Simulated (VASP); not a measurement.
# Cu (P-1) in VASP: single point with r2SCAN

Aim: the single point of Cu with r2SCAN.

Program: VASP 6.6.1. These are calculated values, not measurements. Logs are shortened: lines on timing, memory, paths and dates and some standing lists are left out, and cuts for length are marked.

**1. The cell of the first run**

The typed cell holds 2 atoms: a = 2.463 Å, b = 2.463 Å, c = 4.095 Å, α = 90.00°, β = 90.00°, γ = 112.45°.

**2. Single point, r2SCAN**

File POSCAR:

```
Cu
1.0
   -1.4476911077      1.4476911077      1.3693140242
    1.4476911077     -1.4476911077      1.3693140242
    2.8953822153      2.8953822153      0.0000000000
Cu
2
Direct
   -0.0208448448     -0.0117830505      0.0074184316
    0.5208448448      0.5117830505      0.4925815684
```

File INCAR.step1:

```
SYSTEM = Cu
  PREC = Accurate
  ENCUT = 520
  ISMEAR = 0
  SIGMA = 0.15
  LREAL = .False.
  LASPH = .True.
  NELM = 80
  NBANDS = 18
  GGA = PE
  ALGO = Normal
  EDIFF = 1E-4
  LWAVE = .True.
  LCHARG = .False.
```

File INCAR.step2:

```
SYSTEM = Cu
  PREC = Accurate
  ENCUT = 520
  EDIFF = 1E-6
  ISMEAR = 0
  SIGMA = 0.15
  LREAL = .False.
  LASPH = .True.
  NELM = 80
  ALGO = Normal
  ISIF = 2
  LWAVE = .False.
  LCHARG = .False.
  METAGGA = R2SCAN
  LMIXTAU = .True.
  NBANDS = 18
  ISTART = 1
```

File KPOINTS:

```
Automatic mesh
0
Gamma
  14 14 8
  0 0 0
```

Potentials or basis: VASP PAW PBE potentials, release 64 (Cu).

Run with:

```sh
$ cat potpaw_PBE.64/Cu/POTCAR > POTCAR
$ cp INCAR.step1 INCAR
$ mpirun -np 1 vasp_std > vasp.out
$ cp INCAR.step2 INCAR
$ mpirun -np 1 vasp_std > vasp.out
```

OUTCAR:

```text
SYSTEM = Cu
   PREC = Accurate
   ENCUT = 520
   EDIFF = 1E-6
   ISMEAR = 0
   LREAL = .False.
   LASPH = .True.
   NELM = 80
   ISIF = 2
   METAGGA = R2SCAN
   ISTART = 1

 ion  position               nearest neighbor table
   1  0.979  0.988  0.007-   2 2.36   2 2.46   2 2.47   2 2.56
   2  0.521  0.512  0.493-   1 2.36   1 2.46   1 2.47   1 2.56

  LATTYP: Found a base centered orthorhombic cell.
 ALAT       =     2.7386280484
 B/A-ratio  =     1.4951606151
 C/A-ratio  =     1.4951606150

  Lattice vectors:

 A1 = (  -1.4476911077,   1.4476911077,   1.3693140242)
 A2 = (   1.4476911077,  -1.4476911077,   1.3693140242)
 A3 = (   2.8953822153,   2.8953822153,   0.0000000000)

Analysis of symmetry for initial positions (statically):
=====================================================================
 Subroutine PRICEL returns:
 Original cell was already a primitive cell.

 Routine SETGRP: Setting up the symmetry group for a
 base centered orthorhombic supercell.

 Subroutine GETGRP returns: Found  2 space group operations
 (whereof  1 operations were pure point group operations)
 out of a pool of  8 trial point group operations.

The static configuration has the point symmetry C_1 .
 The point group associated with its full space group is S_2 .

Analysis of symmetry for dynamics (positions and initial velocities):
=====================================================================
 Subroutine PRICEL returns:
 Original cell was already a primitive cell.

 Routine SETGRP: Setting up the symmetry group for a
 base centered orthorhombic supercell.

 Subroutine GETGRP returns: Found  2 space group operations
 (whereof  1 operations were pure point group operations)
 out of a pool of  8 trial point group operations.

The dynamic configuration has the point symmetry C_1 .
 The point group associated with its full space group is S_2 .

 Subroutine INISYM returns: Found  2 space group operations
 (whereof  1 operations are pure point group operations),
 and found     1 'primitive' translations

----------------------------------------------------------------------------------------

                                     Primitive cell

  volume of cell :      22.9586

  direct lattice vectors                    reciprocal lattice vectors
    -1.447691108  1.447691108  1.369314024    -0.172688772  0.172688772  0.365146337
     1.447691108 -1.447691108  1.369314024     0.172688772 -0.172688772  0.365146337
     2.895382215  2.895382215  0.000000000     0.172688772  0.172688772  0.000000000

  length of vectors
     2.463055010  2.463055010  4.094688797     0.439288825  0.439288825  0.244218804

  position of ions in fractional coordinates (direct lattice)
     0.979155155  0.988216949  0.007418432
     0.520844845  0.511783051  0.492581568

  ion indices of the primitive-cell ions
   primitive index   ion index
                 1           1
                 2           2

----------------------------------------------------------------------------------------

 KPOINTS: Automatic mesh

Automatic generation of k-mesh.
 Grid dimensions read from file:
 generate k-points for:   14   14    8

 Generating k-lattice:

  Cartesian coordinates                     Fractional coordinates (reciprocal lattice)
    -0.012334912  0.012334912  0.026081881     0.071428571  0.000000000  0.000000000
     0.012334912 -0.012334912  0.026081881     0.000000000  0.071428571  0.000000000
     0.021586097  0.021586097  0.000000000     0.000000000  0.000000000  0.125000000

  Length of vectors
     0.031377773  0.031377773  0.030527350

  Shift w.r.t. Gamma in fractional coordinates (k-lattice)
     0.000000000  0.000000000  0.000000000

 Subroutine IBZKPT returns following result:
 ===========================================

 Found    788 irreducible k-points:

 Following reciprocal coordinates:
            Coordinates               Weight
  0.000000  0.000000  0.000000      1.000000
  0.071429  0.000000  0.000000      2.000000
  0.000000  0.071429  0.000000      2.000000
  0.142857 -0.000000  0.000000      2.000000
 -0.000000  0.142857  0.000000      2.000000
  0.214286  0.000000  0.000000      2.000000
[... 16 lines left out ...]
  0.357143  0.071429  0.000000      2.000000
  0.071429  0.357143  0.000000      2.000000
 [... further k-points ...]
   k-points           NKPTS =    788   k-points in BZ     NKDIM =    788   number of bands    NBANDS=     18
   number of dos      NEDOS =    301   number of ions     NIONS =      2
   total plane-waves  NPLWV =   9720
   dimension x,y,z NGX =    18 NGY =   18 NGZ =   30
   dimension x,y,z NGXF=    36 NGYF=   36 NGZF=   60
   ions per type =               2
   NGX,Y,Z   is equivalent  to a cutoff of  12.15, 12.15, 12.18 a.u.
   NGXF,Y,Z  is equivalent  to a cutoff of  24.30, 24.30, 24.36 a.u.
 SYSTEM =  Cu
   PREC   = accura    normal or accurate (medium, high low for compatibility)
   ISTART =      1    job   : 0-new  1-cont  2-samecut
   ICHARG =      0    charge: 1-file 2-atom 10-const
   ISPIN  =      1    spin polarized calculation?
   LNONCOLLINEAR =      F non collinear calculations
   LSORBIT =      F    spin-orbit coupling
   LASPH  =      T    aspherical Exc in radial PAW
   ENCUT  =  520.0 eV  38.22 Ry    6.18 a.u.   4.58  4.58  7.61*2*pi/ulx,y,z
   NELM   =     80;   NELMIN=  2; NELMDL=  0     # of ELM steps
   EDIFF  = 0.1E-05   stopping-criterion for ELM
   LREAL  =      F    real-space projection
[... 7 lines left out ...]
   TEBEG  =    0.0;   TEEND  =   0.0 temperature during run
   PSTRESS=    0.0 pullay stress
   NELECT =      22.0000    total number of electrons
   NUPDOWN=      -1.0000    fix difference up-down
   EMIN   =  10.00;   EMAX   =-10.00  energy-range for DOS
   EFERMI =   0.00;   METHOD = LEGACY
   ISMEAR =     0;   SIGMA  =   0.15  broadening in eV -4-tet -1-fermi 0-gaus
   EFERMI_NEDOS =   21; number of points for ismear=-14 and -15
   IALGO  =     38    algorithm
   IMIX   =      4    mixing-type and parameters
     AMIX     =   0.40;   BMIX     =  1.00
     AMIX_MAG =   1.60;   BMIX_MAG =  1.00
  volume/ion in A,a.u.               =      11.48        77.47
  Fermi-wavevector in a.u.,A,eV,Ry     =   1.613990  3.049998 35.442672  2.604963
  Thomas-Fermi vector in A             =   2.708971
   LORBIT       =      0    0 simple, 1 ext, 2 COOP (PROOUT), +10 PAW based schemes
   METAGGA = R2SCAN    functional components
   LHFCALC =     F    Hartree Fock is set to
   AEXX    =    0.0000 exact exchange contribution
   IVDW    =     0    specifies the selected vdW correction
   LEPSILON=     F    determine dielectric tensor
   LRPA    =     F    only Hartree local field effects (RPA)
 non-spin polarized calculation
 Gauss-broadening in eV      SIGMA  =   0.15
  energy-cutoff  :      520.00
  volume of cell :       22.96
 maximum number of plane-waves:       635
   NGX =  9   NGY =  9   NGZ = 15

 number of electron      22.0000029 magnetization

 Free energy of the ion-electron system (eV)
  ---------------------------------------------------
  ext. energy  EPLUGINS =         0.00000000
  ---------------------------------------------------
  free energy    TOTEN  =       -21.55314274 eV

  energy without entropy =      -21.54470039  energy(sigma->0) =      -21.54892156

 E-fermi :   7.7505     XC(G=0): -13.9382

 val. band max:        7.7495685094   @ k =   0.1429   0.5000   0.0000
 cond. band min:       7.7520568950   @ k =  -0.1429   0.5000  -0.1250
 fundamental gap:      0.0024883856
 Fermi energy:         7.7504585153

 k-point     1 :       0.0000    0.0000    0.0000
  band No.  band energies     occupation
      1      -2.1415      2.00000
      2       2.3619      2.00000
      3       3.8757      2.00000
      4       4.2817      2.00000
      5       4.5162      2.00000
      6       4.5277      2.00000
[... 10 lines left out ...]
     17      33.4930      0.00000
     18      33.5187      0.00000

 k-point     2 :       0.0714    0.0000    0.0000
  band No.  band energies     occupation
      1      -1.9788      2.00000
      2       2.4562      2.00000
      3       3.8794      2.00000
      4       4.2997      2.00000
      5       4.5064      2.00000
      6       4.5401      2.00000
[... 10 lines left out ...]
     17      32.7601      0.00000
     18      33.0801      0.00000

 k-point     3 :       0.0000    0.0714    0.0000
  band No.  band energies     occupation
      1      -1.9788      2.00000
      2       2.4564      2.00000
      3       3.8792      2.00000
      4       4.2959      2.00000
      5       4.5081      2.00000
      6       4.5412      2.00000
[... 10 lines left out ...]
     17      32.7330      0.00000
     18      33.0607      0.00000

 k-point     4 :       0.1429   -0.0000    0.0000
  band No.  band energies     occupation
      1      -1.4982      2.00000
      2       2.7178      2.00000
      3       3.8750      2.00000
      4       4.2775      2.00000
      5       4.4561      2.00000
      6       4.6670      2.00000
[... 375 lines left out ...]
      4       3.8926      2.00000
      5       4.2005      2.00000
      6       4.2476      2.00000
[... 10 lines left out ...]
     17      24.2141      0.00000
     18      30.4813      0.00000

 k-point    23 :       0.3571    0.0714    0.0000
  band No.  band energies     occupation
      1       1.8816      2.00000
      2       3.3081      2.00000
      3       3.6888      2.00000
      4       4.0150      2.00000
      5       4.1616      2.00000
      6       4.1874      2.00000
[... 10 lines left out ...]
     17      22.3084      0.00000
     18      29.4715      0.00000

 k-point    24 :       0.0714    0.3571    0.0000
  band No.  band energies     occupation
      1       1.8858      2.00000
      2       3.3075      2.00000
      3       3.7206      2.00000
      4       3.9733      2.00000
      5       4.1257      2.00000
      6       4.2202      2.00000
[... 10 lines left out ...]
     17      22.2869      0.00000
     18      29.5167      0.00000

 [... further k-points ...]

------------------------ aborting loop because EDIFF is reached ----------------------------------------

  FORCE on cell =-STRESS in cart. coord.  units (eV):
  Direction    XX          YY          ZZ          XY          YZ          ZX
  --------------------------------------------------------------------------------------
  -------------------------------------------------------------------------------------
  Total        0.2267769      0.2382393      0.1013862      0.1210679     -0.0994957     -0.0769563
  in kB       15.8257585     16.6256669      7.0752966      8.4487918     -6.9433635     -5.3704418
  external PRESSURE =      13.1755740 kB  Pullay stress =       0.0000000 kB

 VOLUME and BASIS-vectors are now :
 -----------------------------------------------------------------------------
  energy-cutoff  :      520.00
  volume of cell :       22.96
      direct lattice vectors                 reciprocal lattice vectors
    -1.447691108  1.447691108  1.369314024    -0.172688772  0.172688772  0.365146337
     1.447691108 -1.447691108  1.369314024     0.172688772 -0.172688772  0.365146337
     2.895382215  2.895382215  0.000000000     0.172688772  0.172688772  0.000000000

 POSITION                                       TOTAL-FORCE (eV/Angst)
 -----------------------------------------------------------------------------------
      0.03460      0.00836      2.69395        -0.350473     -0.352324      0.301691
      1.41309      1.43933      1.41399         0.350473      0.352324     -0.301691
 -----------------------------------------------------------------------------------
    total drift:                                0.000000      0.000000      0.000000

  FREE ENERGIE OF THE ION-ELECTRON SYSTEM (eV)
  ---------------------------------------------------
  free  energy   TOTEN  =       -21.5531427356 eV

  energy  without entropy=      -21.5447003902  energy(sigma->0) =      -21.54892156
```

Wall time 9.6 min (1 thread of Intel Xeon Platinum 8488C (Sapphire Rapids), shared host); peak memory 0.36 GiB.

Results:

- Free energy: -21.5531 eV
- Pressure: 1.3 GPa
- Largest force: 0.581 eV/Å
- Band gap on the k mesh: zero (bands 11 and 12 overlap by 7.02 eV)

Forces in eV/Å, atoms in the order of the input:
```
Cu  -0.350 -0.352  0.302
Cu   0.350  0.352 -0.302
```

Caveat: the PAW data sets were made with another functional, which shifts forces and pressure a little.
